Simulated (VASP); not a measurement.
# Ge (P6_3/mmc) in VASP: notebook, part 2 of 2

VASP 6.6.1.

## 3. Single point, PBEsol

This run uses another cell than the first one, of 22.83 Å³/atom, 1.042 times its volume.

INCAR reads:

```
PREC = Accurate ; ENCUT = 520
EDIFF = 1E-6 ; ISMEAR = -1
SIGMA = 0.05 ; LREAL = F
LASPH = T ; NELM = 100
ALGO = Normal ; ISIF = 2
LWAVE = F ; LCHARG = F
GGA = PS ; NBANDS = 36
```

KPOINTS reads:

```
regular mesh
0
Gamma
  8 8 4
```

POSCAR reads:

```
Ge
1.0
    3.9975858431      0.0000000000      0.0000000000
   -1.9987929216      3.4620108940      0.0000000000
    0.0000000000      0.0000000000      6.5993779500
Ge
4
Direct
    0.3333333333      0.6666666667      0.9370987500
    0.6666666667      0.3333333333      0.4370987500
    0.3333333333      0.6666666667      0.5629012500
    0.6666666667      0.3333333333      0.0629012500
```

Potentials or basis: VASP PAW PBE potentials, release 64 (Ge_d).

Run with:

```console
cat potpaw_PBE.64/Ge_d/POTCAR > POTCAR
mpirun -np 1 vasp_std > vasp.out
```

OUTCAR:

```text
PREC = Accurate
   ENCUT = 520
   EDIFF = 1E-6
   ISMEAR = -1
   LREAL = F
   LASPH = T
   NELM = 100
   ISIF = 2
   GGA = PS

 ion  position               nearest neighbor table
   1  0.333  0.667  0.937-   4 2.45   4 2.45   4 2.45   3 2.47
   2  0.667  0.333  0.437-   3 2.45   3 2.45   3 2.45   4 2.47
   3  0.333  0.667  0.563-   2 2.45   2 2.45   2 2.45   1 2.47
   4  0.667  0.333  0.063-   1 2.45   1 2.45   1 2.45   2 2.47

  LATTYP: Found a hexagonal cell.
 ALAT       =     3.9975858431
 C/A-ratio  =     1.6508408347

  Lattice vectors:

 A1 = (   3.9975858431,   0.0000000000,   0.0000000000)
 A2 = (  -1.9987929216,   3.4620108940,   0.0000000000)
 A3 = (   0.0000000000,   0.0000000000,   6.5993779500)

Analysis of symmetry for initial positions (statically):
=====================================================================
 Subroutine PRICEL returns:
 Original cell was already a primitive cell.

 Routine SETGRP: Setting up the symmetry group for a
 hexagonal supercell.

 Subroutine GETGRP returns: Found 24 space group operations
 (whereof 12 operations were pure point group operations)
 out of a pool of 24 trial point group operations.

The static configuration has the point symmetry D_3d.
 The point group associated with its full space group is D_6h.

Analysis of symmetry for dynamics (positions and initial velocities):
=====================================================================
 Subroutine PRICEL returns:
 Original cell was already a primitive cell.

 Routine SETGRP: Setting up the symmetry group for a
 hexagonal supercell.

 Subroutine GETGRP returns: Found 24 space group operations
 (whereof 12 operations were pure point group operations)
 out of a pool of 24 trial point group operations.

The dynamic configuration has the point symmetry D_3d.
 The point group associated with its full space group is D_6h.

 Subroutine INISYM returns: Found 24 space group operations
 (whereof 12 operations are pure point group operations),
 and found     1 'primitive' translations

----------------------------------------------------------------------------------------

                                     Primitive cell

  volume of cell :      91.3333

  direct lattice vectors                    reciprocal lattice vectors
     3.997585843  0.000000000  0.000000000     0.250150976  0.144424733  0.000000000
    -1.998792922  3.462010894  0.000000000     0.000000000  0.288849467  0.000000000
     0.000000000  0.000000000  6.599377950     0.000000000  0.000000000  0.151529433

  length of vectors
     3.997585843  3.997585843  6.599377950     0.288849467  0.288849467  0.151529433

  position of ions in fractional coordinates (direct lattice)
     0.333333333  0.666666667  0.937098750
     0.666666667  0.333333333  0.437098750
     0.333333333  0.666666667  0.562901250
     0.666666667  0.333333333  0.062901250

  ion indices of the primitive-cell ions
   primitive index   ion index
                 1           1
                 2           2
                 3           3
                 4           4

----------------------------------------------------------------------------------------

 KPOINTS: regular mesh

Automatic generation of k-mesh.
 Grid dimensions read from file:
 generate k-points for:    8    8    4

 Generating k-lattice:

  Cartesian coordinates                     Fractional coordinates (reciprocal lattice)
     0.031268872  0.018053092  0.000000000     0.125000000 -0.000000000  0.000000000
     0.000000000  0.036106183  0.000000000     0.000000000  0.125000000  0.000000000
     0.000000000  0.000000000  0.037882358     0.000000000  0.000000000  0.250000000

  Length of vectors
     0.036106183  0.036106183  0.037882358

  Shift w.r.t. Gamma in fractional coordinates (k-lattice)
     0.000000000  0.000000000  0.000000000

 Subroutine IBZKPT returns following result:
 ===========================================

 Found     30 irreducible k-points:

 Following reciprocal coordinates:
            Coordinates               Weight
  0.000000  0.000000  0.000000      1.000000
  0.125000  0.000000  0.000000      6.000000
  0.250000  0.000000  0.000000      6.000000
  0.375000  0.000000  0.000000      6.000000
  0.500000  0.000000  0.000000      3.000000
  0.125000  0.125000  0.000000      6.000000
[... 16 lines left out ...]
  0.250000  0.000000  0.500000      6.000000
  0.375000  0.000000  0.500000      6.000000
 [... further k-points ...]
   k-points           NKPTS =     30   k-points in BZ     NKDIM =     30   number of bands    NBANDS=     36
   number of dos      NEDOS =    301   number of ions     NIONS =      4
   total plane-waves  NPLWV =  45000
   dimension x,y,z NGX =    30 NGY =   30 NGZ =   50
   dimension x,y,z NGXF=    60 NGYF=   60 NGZF=  100
   ions per type =               4
   NGX,Y,Z   is equivalent  to a cutoff of  12.48, 12.48, 12.60 a.u.
   NGXF,Y,Z  is equivalent  to a cutoff of  24.95, 24.95, 25.19 a.u.
 SYSTEM =  unknown system
   PREC   = accura    normal or accurate (medium, high low for compatibility)
   ISTART =      0    job   : 0-new  1-cont  2-samecut
   ICHARG =      2    charge: 1-file 2-atom 10-const
   ISPIN  =      1    spin polarized calculation?
   LNONCOLLINEAR =      F non collinear calculations
   LSORBIT =      F    spin-orbit coupling
   LASPH  =      T    aspherical Exc in radial PAW
   ENCUT  =  520.0 eV  38.22 Ry    6.18 a.u.   7.43  7.43 12.27*2*pi/ulx,y,z
   NELM   =    100;   NELMIN=  2; NELMDL= -5     # of ELM steps
   EDIFF  = 0.1E-05   stopping-criterion for ELM
   LREAL  =      F    real-space projection
   EDIFFG = 0.1E-04   stopping-criterion for IOM
   NSW    =      0    number of steps for IOM
   IBRION =     -1    ionic relax: 0-MD 1-quasi-New 2-CG
   NFREE  =      0    steps in history (QN), initial steepest desc. (CG)
   ISIF   =      2    stress and relaxation
   ISYM   =      2    0-nonsym 1-usesym 2-fastsym
   POTIM  = 0.5000    time-step for ionic-motion
   TEBEG  =    0.0;   TEEND  =   0.0 temperature during run
   PSTRESS=    0.0 pullay stress
   NELECT =      56.0000    total number of electrons
   NUPDOWN=      -1.0000    fix difference up-down
   EMIN   =  10.00;   EMAX   =-10.00  energy-range for DOS
   EFERMI =   0.00;   METHOD = LEGACY
   ISMEAR =    -1;   SIGMA  =   0.05  broadening in eV -4-tet -1-fermi 0-gaus
   EFERMI_NEDOS =   21; number of points for ismear=-14 and -15
   IALGO  =     38    algorithm
   IMIX   =      4    mixing-type and parameters
     AMIX     =   0.40;   BMIX     =  1.00
     AMIX_MAG =   1.60;   BMIX_MAG =  1.00
  volume/ion in A,a.u.               =      22.83       154.09
  Fermi-wavevector in a.u.,A,eV,Ry     =   1.390789  2.628209 26.317650  1.934293
  Thomas-Fermi vector in A             =   2.514690
   LORBIT       =      0    0 simple, 1 ext, 2 COOP (PROOUT), +10 PAW based schemes
   GGA     = PS    functional components
   LHFCALC =     F    Hartree Fock is set to
   AEXX    =    0.0000 exact exchange contribution
   IVDW    =     0    specifies the selected vdW correction
   LEPSILON=     F    determine dielectric tensor
   LRPA    =     F    only Hartree local field effects (RPA)
 non-spin polarized calculation
  energy-cutoff  :      520.00
  volume of cell :       91.33
 maximum number of plane-waves:      2491
 NGX is ok and might be reduce to    30
   NGX = 15   NGY = 15   NGZ = 25

 number of electron      56.0000053 magnetization

 Free energy of the ion-electron system (eV)
  ---------------------------------------------------
  ext. energy  EPLUGINS =         0.00000000
  ---------------------------------------------------
  free energy    TOTEN  =       -19.67756306 eV

  energy without entropy =      -19.67625715  energy(sigma->0) =      -19.67691010

 E-fermi :   4.8259     XC(G=0): -10.0825

 val. band max:        4.7903328454   @ k =   0.0000   0.0000   0.0000
 cond. band min:       4.8948269852   @ k =   0.0000   0.0000   0.2500
 fundamental gap:      0.1044941398
 Fermi energy:         4.8258828392

 k-point     1 :       0.0000    0.0000    0.0000
  band No.  band energies     occupation
      1     -20.0107      2.00000
      2     -20.0107      2.00000
      3     -19.9724      2.00000
      4     -19.9724      2.00000
      5     -19.9724      2.00000
      6     -19.9593      2.00000
[... 28 lines left out ...]
     35       9.3676      0.00000
     36      10.7744      0.00000
[... 866 lines left out ...]
      6     -19.9539      2.00000
[... 28 lines left out ...]
     35      12.2264      0.00000
     36      12.2264      0.00000

 [... further k-points ...]
[... 5 lines left out ...]
  --------------------------------------------------------------------------------------
  -------------------------------------------------------------------------------------
  Total       -0.0235810     -0.0235810     -0.2003932      0.0000000      0.0000000     -0.0000000
  in kB       -0.4136601     -0.4136601     -3.5153157      0.0000000      0.0000000     -0.0000000
  external PRESSURE =      -1.4475453 kB  Pullay stress =       0.0000000 kB

 VOLUME and BASIS-vectors are now :
 -----------------------------------------------------------------------------
  energy-cutoff  :      520.00
  volume of cell :       91.33
      direct lattice vectors                 reciprocal lattice vectors
     3.997585843  0.000000000  0.000000000     0.250150976  0.144424733  0.000000000
    -1.998792922  3.462010894  0.000000000     0.000000000  0.288849467  0.000000000
     0.000000000  0.000000000  6.599377950     0.000000000  0.000000000  0.151529433

 POSITION                                       TOTAL-FORCE (eV/Angst)
 -----------------------------------------------------------------------------------
     -0.00000      2.30801      6.18427         0.000000     -0.000000     -0.004752
      1.99879      1.15400      2.88458        -0.000000     -0.000000     -0.004752
     -0.00000      2.30801      3.71480         0.000000      0.000000      0.004752
      1.99879      1.15400      0.41511         0.000000      0.000000      0.004752
 -----------------------------------------------------------------------------------
    total drift:                               -0.000000      0.000000     -0.000000

  FREE ENERGIE OF THE ION-ELECTRON SYSTEM (eV)
  ---------------------------------------------------
  free  energy   TOTEN  =       -19.6775630573 eV

  energy  without entropy=      -19.6762571524  energy(sigma->0) =      -19.67691010
```

OSZICAR:

```text
N       E                     dE             d eps       ncg     rms          rms(c)
DAV:   1     0.489458859650E+03    0.48946E+03   -0.28327E+04  2516   0.428E+03
DAV:   2     0.660509098763E+02   -0.42341E+03   -0.41281E+03  2160   0.794E+02
DAV:   3    -0.153071986370E+02   -0.81358E+02   -0.80168E+02  2392   0.206E+02
DAV:   4    -0.198854951822E+02   -0.45783E+01   -0.45646E+01  2536   0.571E+01
DAV:   5    -0.199776819958E+02   -0.92187E-01   -0.92157E-01  2416   0.914E+00    0.458E+00
DAV:   6    -0.197734707773E+02    0.20421E+00   -0.99300E-02  2604   0.285E+00    0.260E+00
DAV:   7    -0.196747243228E+02    0.98746E-01   -0.13653E-01  2296   0.271E+00    0.205E-01
DAV:   8    -0.196769925976E+02   -0.22683E-02   -0.15696E-02  2408   0.126E+00    0.106E-01
DAV:   9    -0.196775131379E+02   -0.52054E-03   -0.49787E-04  2468   0.145E-01    0.280E-02
DAV:  10    -0.196775556822E+02   -0.42544E-04   -0.94350E-05  2780   0.124E-01    0.816E-03
DAV:  11    -0.196775624506E+02   -0.67685E-05   -0.10282E-05  1952   0.187E-02    0.288E-03
DAV:  12    -0.196775630573E+02   -0.60662E-06   -0.10656E-06  1684   0.975E-03
   1 F= -.19677563E+02 E0= -.19676910E+02  d E =-.130590E-02
```

Run time: 65 s. Hardware: 1 thread of AMD EPYC 7R43 (Zen 3), shared host; peak memory 0.2 GiB.

Results:

```
Free energy            : -19.6776 eV
Pressure               : -0.1 GPa
Largest force          : 0.005 eV/Å
Band gap on the k mesh : 0.10 eV, indirect (least direct gap 0.16 eV)
```

Forces in eV/Å, atoms in the order of the input:
```
Ge   0.000  0.000 -0.005
Ge   0.000  0.000 -0.005
Ge   0.000  0.000  0.005
Ge   0.000  0.000  0.005
```

Stress tensor (GPa, compression positive):
```
-0.04  0.00  0.00
 0.00 -0.04  0.00
 0.00  0.00 -0.35
```

Caveat: the PAW data sets were made with another functional, which shifts forces and pressure a little. A k mesh can miss the band edges.
